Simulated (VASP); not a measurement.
# CoSi2 (P1) in VASP: single point with PBEsol

Aim: the single point of CoSi2 with PBEsol.

Program: VASP 6.6.1. These are calculated values, not measurements. Logs are shortened: lines on timing, memory, paths and dates and some standing lists are left out, and cuts for length are marked.

## 1. The cell of the first run

The typed cell holds 3 atoms: a = 3.757 Å, b = 3.757 Å, c = 3.757 Å, α = 60.00°, β = 60.00°, γ = 60.00°.

## 2. Single point, PBEsol (atoms moved at random)

The input, INCAR:

```
PREC     = Accurate       # precision mode
ENCUT    = 520            # plane-wave cutoff, eV
EDIFF    = 1E-7           # SCF threshold, eV
ISMEAR   = 0              # smearing method
SIGMA    = 0.15           # smearing width, eV
LREAL    = F              # projectors in reciprocal space
LASPH    = T              # aspherical terms in the spheres
NELM     = 60             # most SCF steps
ALGO     = Normal         # electronic algorithm
ISIF     = 2              # what is computed and relaxed
LWAVE    = F              # write WAVECAR
LCHARG   = T              # write CHGCAR
GGA      = PS             # functional
LELF     = T              # ELF
LVHAR    = T            
NBANDS   = 16             # bands
```

The input, KPOINTS:

```
regular mesh
0
Gamma
  12 12 12
```

The input, POSCAR:

```
CoSi2
1.0
    0.0000000000      2.6562539721      2.6562539721
    2.6562539721      0.0000000000      2.6562539721
    2.6562539721      2.6562539721      0.0000000000
Co Si
1 2
Direct
   -0.0221623616      0.0217225726      0.0153152571
    0.2682741949      0.2410392167      0.2309200808
    0.7538881667      0.7372382107      0.7537646621
```

Potentials or basis: VASP PAW PBE potentials, release 64 (Co, Si).

On the command line:

```bash
$ cat potpaw_PBE.64/Co/POTCAR potpaw_PBE.64/Si/POTCAR > POTCAR
$ mpirun -np 1 vasp_std > vasp.out
```

OUTCAR:

```text
PREC = Accurate
   ENCUT = 520
   EDIFF = 1E-7
   ISMEAR = 0
   LREAL = F
   LASPH = T
   NELM = 60
   ISIF = 2
   GGA = PS

 ion  position               nearest neighbor table
   1  0.978  0.022  0.015-   2 2.18   3 2.20   2 2.23   3 2.27   3 2.36   3 2.38   2 2.40   2 2.41

   2  0.268  0.241  0.231-   1 2.18   1 2.23   1 2.40   1 2.41   3 2.61   3 2.61   3 2.63   3 2.68
                             3 2.71   3 2.71
   3  0.754  0.737  0.754-   1 2.20   1 2.27   1 2.36   1 2.38   2 2.61   2 2.61   2 2.63   2 2.68
                             2 2.71   2 2.71

  LATTYP: Found a face centered cubic cell.
 ALAT       =     5.3125079442

  Lattice vectors:

 A1 = (   0.0000000000,   2.6562539721,   2.6562539721)
 A2 = (   2.6562539721,   0.0000000000,   2.6562539721)
 A3 = (   2.6562539721,   2.6562539721,   0.0000000000)

Analysis of symmetry for initial positions (statically):
=====================================================================
 Subroutine PRICEL returns:
 Original cell was already a primitive cell.

 Routine SETGRP: Setting up the symmetry group for a
 face centered cubic supercell.

 Subroutine GETGRP returns: Found  1 space group operations
 (whereof  1 operations were pure point group operations)
 out of a pool of 48 trial point group operations.

The static configuration has the point symmetry C_1 .

Analysis of symmetry for dynamics (positions and initial velocities):
=====================================================================
 Subroutine PRICEL returns:
 Original cell was already a primitive cell.

 Routine SETGRP: Setting up the symmetry group for a
 face centered cubic supercell.

 Subroutine GETGRP returns: Found  1 space group operations
 (whereof  1 operations were pure point group operations)
 out of a pool of 48 trial point group operations.

The dynamic configuration has the point symmetry C_1 .

 Subroutine INISYM returns: Found  1 space group operations
 (whereof  1 operations are pure point group operations),
 and found     1 'primitive' translations

----------------------------------------------------------------------------------------

                                     Primitive cell

  volume of cell :      37.4834

  direct lattice vectors                    reciprocal lattice vectors
     0.000000000  2.656253972  2.656253972    -0.188235013  0.188235013  0.188235013
     2.656253972  0.000000000  2.656253972     0.188235013 -0.188235013  0.188235013
     2.656253972  2.656253972  0.000000000     0.188235013  0.188235013 -0.188235013

  length of vectors
     3.756510392  3.756510392  3.756510392     0.326032606  0.326032606  0.326032606

  position of ions in fractional coordinates (direct lattice)
     0.977837638  0.021722573  0.015315257
     0.268274195  0.241039217  0.230920081
     0.753888167  0.737238211  0.753764662

  ion indices of the primitive-cell ions
   primitive index   ion index
                 1           1
                 2           2
                 3           3

----------------------------------------------------------------------------------------

 KPOINTS: regular mesh

Automatic generation of k-mesh.
 Grid dimensions read from file:
 generate k-points for:   12   12   12

 Generating k-lattice:

  Cartesian coordinates                     Fractional coordinates (reciprocal lattice)
    -0.015686251  0.015686251  0.015686251     0.083333333  0.000000000  0.000000000
     0.015686251 -0.015686251  0.015686251     0.000000000  0.083333333  0.000000000
     0.015686251  0.015686251 -0.015686251     0.000000000  0.000000000  0.083333333

  Length of vectors
     0.027169384  0.027169384  0.027169384

  Shift w.r.t. Gamma in fractional coordinates (k-lattice)
     0.000000000  0.000000000  0.000000000

 Subroutine IBZKPT returns following result:
 ===========================================

 Found    868 irreducible k-points:

 Following reciprocal coordinates:
            Coordinates               Weight
  0.000000  0.000000  0.000000      1.000000
  0.083333  0.000000  0.000000      2.000000
  0.000000  0.083333  0.000000      2.000000
  0.000000  0.000000  0.083333      2.000000
  0.083333  0.083333  0.083333      2.000000
  0.166667  0.000000  0.000000      2.000000
[... 16 lines left out ...]
  0.000000  0.500000  0.000000      1.000000
  0.000000  0.000000  0.500000      1.000000
 [... further k-points ...]
   k-points           NKPTS =    868   k-points in BZ     NKDIM =    868   number of bands    NBANDS=     16
   number of dos      NEDOS =    301   number of ions     NIONS =      3
   total plane-waves  NPLWV =  21952
   dimension x,y,z NGX =    28 NGY =   28 NGZ =   28
   dimension x,y,z NGXF=    56 NGYF=   56 NGZF=   56
   ions per type =               1   2
   NGX,Y,Z   is equivalent  to a cutoff of  12.39, 12.39, 12.39 a.u.
   NGXF,Y,Z  is equivalent  to a cutoff of  24.78, 24.78, 24.78 a.u.
 SYSTEM =  unknown system
   PREC   = accura    normal or accurate (medium, high low for compatibility)
   ISTART =      0    job   : 0-new  1-cont  2-samecut
   ICHARG =      2    charge: 1-file 2-atom 10-const
   ISPIN  =      1    spin polarized calculation?
   LNONCOLLINEAR =      F non collinear calculations
   LSORBIT =      F    spin-orbit coupling
   LASPH  =      T    aspherical Exc in radial PAW
   ENCUT  =  520.0 eV  38.22 Ry    6.18 a.u.   6.98  6.98  6.98*2*pi/ulx,y,z
   NELM   =     60;   NELMIN=  2; NELMDL= -5     # of ELM steps
   EDIFF  = 0.1E-06   stopping-criterion for ELM
   LREAL  =      F    real-space projection
   EDIFFG = 0.1E-05   stopping-criterion for IOM
   NSW    =      0    number of steps for IOM
   IBRION =     -1    ionic relax: 0-MD 1-quasi-New 2-CG
   NFREE  =      0    steps in history (QN), initial steepest desc. (CG)
   ISIF   =      2    stress and relaxation
   ISYM   =      2    0-nonsym 1-usesym 2-fastsym
   POTIM  = 0.5000    time-step for ionic-motion
   TEBEG  =    0.0;   TEEND  =   0.0 temperature during run
   PSTRESS=    0.0 pullay stress
   NELECT =      17.0000    total number of electrons
   NUPDOWN=      -1.0000    fix difference up-down
   EMIN   =  10.00;   EMAX   =-10.00  energy-range for DOS
   EFERMI =   0.00;   METHOD = LEGACY
   ISMEAR =     0;   SIGMA  =   0.15  broadening in eV -4-tet -1-fermi 0-gaus
   EFERMI_NEDOS =   21; number of points for ismear=-14 and -15
   IALGO  =     38    algorithm
   IMIX   =      4    mixing-type and parameters
     AMIX     =   0.40;   BMIX     =  1.00
     AMIX_MAG =   1.60;   BMIX_MAG =  1.00
  volume/ion in A,a.u.               =      12.49        84.32
  Fermi-wavevector in a.u.,A,eV,Ry     =   1.257800  2.376897 21.525240  1.582060
  Thomas-Fermi vector in A             =   2.391441
   LORBIT       =      0    0 simple, 1 ext, 2 COOP (PROOUT), +10 PAW based schemes
   GGA     = PS    functional components
   LHFCALC =     F    Hartree Fock is set to
   AEXX    =    0.0000 exact exchange contribution
   IVDW    =     0    specifies the selected vdW correction
   LEPSILON=     F    determine dielectric tensor
   LRPA    =     F    only Hartree local field effects (RPA)
 non-spin polarized calculation
 Gauss-broadening in eV      SIGMA  =   0.15
  energy-cutoff  :      520.00
  volume of cell :       37.48
 maximum number of plane-waves:      1036
   NGX = 13   NGY = 13   NGZ = 13

 number of electron      17.0000001 magnetization

 Free energy of the ion-electron system (eV)
  ---------------------------------------------------
  ext. energy  EPLUGINS =         0.00000000
  ---------------------------------------------------
  free energy    TOTEN  =       -20.82484810 eV

  energy without entropy =      -20.81368016  energy(sigma->0) =      -20.81926413

 E-fermi :  10.3342     XC(G=0): -11.9631

 val. band max:       10.3338998672   @ k =   0.3333   0.0000   0.0833
 cond. band min:      10.3372395875   @ k =   0.3333   0.3333   0.2500
 fundamental gap:      0.0033397203
 Fermi energy:        10.3341786965

 k-point     1 :       0.0000    0.0000    0.0000
  band No.  band energies     occupation
      1      -2.9816      2.00000
      2       6.0706      2.00000
      3       6.1138      2.00000
      4       6.1917      2.00000
      5       8.2936      2.00000
      6       8.3211      2.00000
[... 8 lines left out ...]
     15      16.1903      0.00000
     16      16.2937      0.00000

 k-point     2 :       0.0833    0.0000    0.0000
  band No.  band energies     occupation
      1      -2.8736      2.00000
      2       5.8425      2.00000
      3       6.1423      2.00000
      4       6.2281      2.00000
      5       8.2567      2.00000
      6       8.2854      2.00000
[... 8 lines left out ...]
     15      15.7949      0.00000
     16      16.1888      0.00000

 k-point     3 :       0.0000    0.0833    0.0000
  band No.  band energies     occupation
      1      -2.8739      2.00000
      2       5.8489      2.00000
      3       6.1528      2.00000
      4       6.2044      2.00000
      5       8.2581      2.00000
      6       8.2884      2.00000
[... 8 lines left out ...]
     15      15.9213      0.00000
     16      16.0895      0.00000

 k-point     4 :       0.0000    0.0000    0.0833
  band No.  band energies     occupation
      1      -2.8750      2.00000
      2       5.9135      2.00000
      3       6.1258      2.00000
      4       6.1464      2.00000
      5       8.2651      2.00000
      6       8.2940      2.00000
[... 8 lines left out ...]
     15      15.9407      0.00000
     16      16.1145      0.00000
[... 324 lines left out ...]
 k-point    22 :       0.5000    0.0000    0.0000
  band No.  band energies     occupation
      1       0.5195      2.00000
      2       0.8455      2.00000
      3       6.6302      2.00000
      4       6.7403      2.00000
      5       7.9248      2.00000
      6       8.4868      2.00000
[... 8 lines left out ...]
     15      20.9669      0.00000
     16      21.4170      0.00000

 k-point    23 :       0.0000    0.5000    0.0000
  band No.  band energies     occupation
      1       0.4307      2.00000
      2       0.9266      2.00000
      3       6.5712      2.00000
      4       6.7079      2.00000
      5       8.0185      2.00000
      6       8.4554      2.00000
[... 8 lines left out ...]
     15      20.9129      0.00000
     16      21.5365      0.00000

 k-point    24 :       0.0000    0.0000    0.5000
  band No.  band energies     occupation
      1       0.2192      2.00000
      2       1.1426      2.00000
      3       6.4757      2.00000
      4       6.5215      2.00000
      5       8.2186      2.00000
      6       8.5511      2.00000
[... 8 lines left out ...]
     15      20.6668      0.00000
     16      21.8561      0.00000

 [... further k-points ...]

------------------------ aborting loop because EDIFF is reached ----------------------------------------

  FORCE on cell =-STRESS in cart. coord.  units (eV):
  Direction    XX          YY          ZZ          XY          YZ          ZX
  --------------------------------------------------------------------------------------
  -------------------------------------------------------------------------------------
  Total        0.3889237      0.6094599      0.6425512     -0.6387667      0.4741239      0.1767398
  in kB       16.6240254     26.0505517     27.4649963    -27.3032304     20.2657970      7.5545057
  external PRESSURE =      23.3798578 kB  Pullay stress =       0.0000000 kB

 VOLUME and BASIS-vectors are now :
 -----------------------------------------------------------------------------
  energy-cutoff  :      520.00
  volume of cell :       37.48
      direct lattice vectors                 reciprocal lattice vectors
     0.000000000  2.656253972  2.656253972    -0.188235013  0.188235013  0.188235013
     2.656253972  0.000000000  2.656253972     0.188235013 -0.188235013  0.188235013
     2.656253972  2.656253972  0.000000000     0.188235013  0.188235013 -0.188235013

 POSITION                                       TOTAL-FORCE (eV/Angst)
 -----------------------------------------------------------------------------------
      0.09838      2.63807      2.65509        -1.898173      0.532396     -0.013414
      1.25364      1.32599      1.35287         1.247932     -0.143653     -0.385231
      3.96048      4.00471      3.96081         0.650240     -0.388743      0.398645
 -----------------------------------------------------------------------------------
    total drift:                               -0.000126      0.000142      0.000016

  FREE ENERGIE OF THE ION-ELECTRON SYSTEM (eV)
  ---------------------------------------------------
  free  energy   TOTEN  =       -20.8248481003 eV

  energy  without entropy=      -20.8136801555  energy(sigma->0) =      -20.81926413
```

Run time: 4 min. Hardware: 1 thread of Intel Xeon 6975P-C (Granite Rapids), shared host; peak memory 0.58 GiB.

Results:

```yaml
Free_energy: -20.8248 eV
Pressure: 2.3 GPa
Largest_force: 1.971 eV/Å
Band_gap_on_the_k_mesh: zero (an odd number of electrons rules out a gap without spin polarisation)
```

Forces on the atoms (eV/Å):
```
Co  -1.898  0.532 -0.013
Si   1.248 -0.144 -0.385
Si   0.650 -0.389  0.399
```

Levels at points of the mesh, in eV from the Fermi level:
| k point | band 6 | band 7 | band 8 | band 9 | band 10 | band 11 | band 12 | band 13 |
| --- | --- | --- | --- | --- | --- | --- | --- | --- |
| (0.00, 0.00, 0.00) | -2.01 | 0.95 | 3.03 | 3.10 | 3.48 | 3.60 | 3.76 | 3.88 |
| (0.50, 0.00, 0.00) | -1.85 | -1.75 | -0.66 | -0.30 | 2.64 | 3.43 | 3.78 | 4.54 |
| (0.00, 0.50, 0.00) | -1.88 | -1.71 | -0.58 | -0.26 | 2.52 | 3.55 | 3.67 | 4.53 |
| (0.00, 0.00, 0.50) | -1.78 | -1.71 | -0.32 | -0.23 | 2.36 | 3.45 | 3.67 | 4.49 |
| (0.50, 0.50, 0.50) | -1.82 | -1.75 | -0.61 | -0.21 | 2.54 | 3.38 | 3.83 | 4.51 |
| (0.50, 0.50, 0.00) | -2.17 | -2.05 | -1.92 | -1.42 | 1.64 | 2.86 | 8.60 | 9.80 |
| (0.00, 0.50, 0.50) | -2.05 | -2.02 | -1.88 | -1.45 | 1.63 | 2.85 | 8.68 | 9.78 |
| (0.50, 0.00, 0.50) | -2.16 | -2.07 | -1.91 | -1.42 | 1.65 | 2.86 | 8.60 | 9.81 |

Caveat: the cell differs from its parent crystal (atoms moved at random); the PAW data sets were made with another functional, which shifts forces and pressure a little; the run has no spin polarisation, though such a crystal can be magnetic. Spin polarisation is off, so any magnetic state and its effect on volume and gap are missing.
